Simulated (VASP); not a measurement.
# CdS (Fm-3m) in VASP: a series of runs, part 2 of 2

VASP 6.6.1. Earlier steps stand in the parts before.

**3. Single point, PBE**

This run uses another cell than the first one, of 20.87 Å³/atom, 1.042 times its volume.

INCAR

```
SYSTEM = CdS
ALGO = Normal ; EDIFF = 1E-6
ENCUT = 520 ; GGA = PE
ISIF = 2 ; ISMEAR = -1
LASPH = .TRUE. ; LCHARG = .FALSE.
LREAL = .FALSE. ; LWAVE = .FALSE.
NBANDS = 16 ; NELM = 100
PREC = Accurate ; SIGMA = 0.05
```

KPOINTS

```
k-points
0
G
  4 4 4
  0 0 0
```

POSCAR

```
CdS
1.0
    0.0000000000      2.7532440000      2.7532440000
    2.7532440000      0.0000000000      2.7532440000
    2.7532440000      2.7532440000      0.0000000000
Cd S
1 1
Direct
    0.0000000000      0.0000000000      0.0000000000
    0.5000000000      0.5000000000      0.5000000000
```

Potentials or basis: VASP PAW PBE potentials, release 64 (Cd, S).

Started as:

```sh
$ cat potpaw_PBE.64/Cd/POTCAR potpaw_PBE.64/S/POTCAR > POTCAR
$ mpirun -np 1 vasp_std > vasp.out
```

OUTCAR:

```text
SYSTEM = CdS
   EDIFF = 1E-6
   ENCUT = 520
   GGA = PE
   ISIF = 2
   ISMEAR = -1
   LASPH = .TRUE.
   LREAL = .FALSE.
   NELM = 100
   PREC = Accurate

 ion  position               nearest neighbor table
   1  0.000  0.000  0.000-   2 2.75   2 2.75   2 2.75   2 2.75   2 2.75   2 2.75
   2  0.500  0.500  0.500-   1 2.75   1 2.75   1 2.75   1 2.75   1 2.75   1 2.75

  LATTYP: Found a face centered cubic cell.
 ALAT       =     5.5064880000

  Lattice vectors:

 A1 = (   0.0000000000,   2.7532440000,   2.7532440000)
 A2 = (   2.7532440000,   0.0000000000,   2.7532440000)
 A3 = (   2.7532440000,   2.7532440000,   0.0000000000)

Analysis of symmetry for initial positions (statically):
=====================================================================
 Subroutine PRICEL returns:
 Original cell was already a primitive cell.

 Routine SETGRP: Setting up the symmetry group for a
 face centered cubic supercell.

 Subroutine GETGRP returns: Found 48 space group operations
[... 9 lines left out ...]

 Routine SETGRP: Setting up the symmetry group for a
 face centered cubic supercell.

 Subroutine GETGRP returns: Found 48 space group operations
[... 11 lines left out ...]
                                     Primitive cell

  volume of cell :      41.7411

  direct lattice vectors                    reciprocal lattice vectors
     0.000000000  2.753244000  2.753244000    -0.181603955  0.181603955  0.181603955
     2.753244000  0.000000000  2.753244000     0.181603955 -0.181603955  0.181603955
     2.753244000  2.753244000  0.000000000     0.181603955  0.181603955 -0.181603955

  length of vectors
     3.893675005  3.893675005  3.893675005     0.314547277  0.314547277  0.314547277

  position of ions in fractional coordinates (direct lattice)
     0.000000000  0.000000000  0.000000000
     0.500000000  0.500000000  0.500000000

  ion indices of the primitive-cell ions
   primitive index   ion index
                 1           1
                 2           2

[... 71 lines left out ...]
   IALGO  =     38    algorithm
   IMIX   =      4    mixing-type and parameters
     AMIX     =   0.40;   BMIX     =  1.00
     AMIX_MAG =   1.60;   BMIX_MAG =  1.00
  volume/ion in A,a.u.               =      20.87       140.84
  Fermi-wavevector in a.u.,A,eV,Ry     =   1.236833  2.337275 20.813583  1.529755
  Thomas-Fermi vector in A             =   2.371425
   LORBIT       =      0    0 simple, 1 ext, 2 COOP (PROOUT), +10 PAW based schemes
   GGA     = PE    functional components
   LHFCALC =     F    Hartree Fock is set to
   AEXX    =    0.0000 exact exchange contribution
   IVDW    =     0    specifies the selected vdW correction
   LEPSILON=     F    determine dielectric tensor
   LRPA    =     F    only Hartree local field effects (RPA)
 non-spin polarized calculation
  energy-cutoff  :      520.00
  volume of cell :       41.74
 maximum number of plane-waves:      1158
 NGX is ok and might be reduce to    30
   NGX = 15   NGY = 15   NGZ = 15

 number of electron      18.0000005 magnetization

 Free energy of the ion-electron system (eV)
  ---------------------------------------------------
  ext. energy  EPLUGINS =         0.00000000
  ---------------------------------------------------
  free energy    TOTEN  =        -5.80120508 eV

  energy without entropy =       -5.79596763  energy(sigma->0) =       -5.79858636

 E-fermi :   2.8854     XC(G=0): -10.2949

 val. band max:        2.7434087260   @ k =   0.5000   0.0000   0.0000
 cond. band min:       2.9672656371   @ k =   0.5000   0.5000   0.0000
 fundamental gap:      0.2238569111
 Fermi energy:         2.8854097483

 k-point     1 :       0.0000    0.0000    0.0000
  band No.  band energies     occupation
      1      -9.9140      2.00000
      2      -4.8737      2.00000
      3      -4.8737      2.00000
      4      -4.8737      2.00000
      5      -4.8716      2.00000
      6      -4.8716      2.00000
[... 129 lines left out ...]
      3      -4.8679      2.00000
      4      -4.8679      2.00000
      5      -4.6177      2.00000
      6      -4.1419      2.00000
[... 8 lines left out ...]
     15      15.5829      0.00000
     16      17.3435      0.00000

------------------------ aborting loop because EDIFF is reached ----------------------------------------

  FORCE on cell =-STRESS in cart. coord.  units (eV):
  Direction    XX          YY          ZZ          XY          YZ          ZX
  --------------------------------------------------------------------------------------
  -------------------------------------------------------------------------------------
  Total        0.0771406      0.0771406      0.0771406     -0.0000000     -0.0000000      0.0000000
  in kB        2.9609394      2.9609394      2.9609394     -0.0000000     -0.0000000      0.0000000
  external PRESSURE =       2.9609394 kB  Pullay stress =       0.0000000 kB

 VOLUME and BASIS-vectors are now :
 -----------------------------------------------------------------------------
  energy-cutoff  :      520.00
  volume of cell :       41.74
      direct lattice vectors                 reciprocal lattice vectors
     0.000000000  2.753244000  2.753244000    -0.181603955  0.181603955  0.181603955
     2.753244000  0.000000000  2.753244000     0.181603955 -0.181603955  0.181603955
     2.753244000  2.753244000  0.000000000     0.181603955  0.181603955 -0.181603955

 POSITION                                       TOTAL-FORCE (eV/Angst)
 -----------------------------------------------------------------------------------
      0.00000      0.00000      0.00000        -0.000000      0.000000     -0.000000
      2.75324      2.75324      2.75324         0.000000     -0.000000      0.000000
 -----------------------------------------------------------------------------------
    total drift:                               -0.000000      0.000000      0.000000

  FREE ENERGIE OF THE ION-ELECTRON SYSTEM (eV)
  ---------------------------------------------------
  free  energy   TOTEN  =        -5.8012050837 eV

  energy  without entropy=       -5.7959676266  energy(sigma->0) =       -5.79858636
```

stdout:

```text
POSCAR found type information on POSCAR CdS
 POSCAR found :  2 types and       2 ions
 scaLAPACK will be used
 LDA part: xc-table for (Slater+PW92), standard interpolation
 POSCAR, INCAR and KPOINTS ok, starting setup
 FFT: planning ... GRIDC
 FFT: planning ... GRID_SOFT
 FFT: planning ... GRID
 WAVECAR not read
 entering main loop
```

It took 12 s on 1 thread of Intel Xeon 8259CL, shared host; peak memory 0.16 GiB.

What came out:

- Free energy: -5.8012 eV
- Pressure: 0.3 GPa
- Band gap on the k mesh: 0.22 eV, indirect (least direct gap 1.51 eV)

Levels at points of the mesh, in eV from the valence-band top:
```tsv
k point	band 7	band 8	band 9	band 10	band 11	band 12
(0.00, 0.00, 0.00)	-0.69	-0.69	-0.69	0.82	9.21	9.21
(0.50, 0.00, 0.00)	-4.77	0.00	0.00	3.52	5.90	5.90
(0.50, 0.50, 0.00)	-4.11	-2.06	-2.06	0.22	6.05	9.74
```

Caveat: the k points lie up to 0.49 Å⁻¹ apart. A k mesh can miss the band edges.
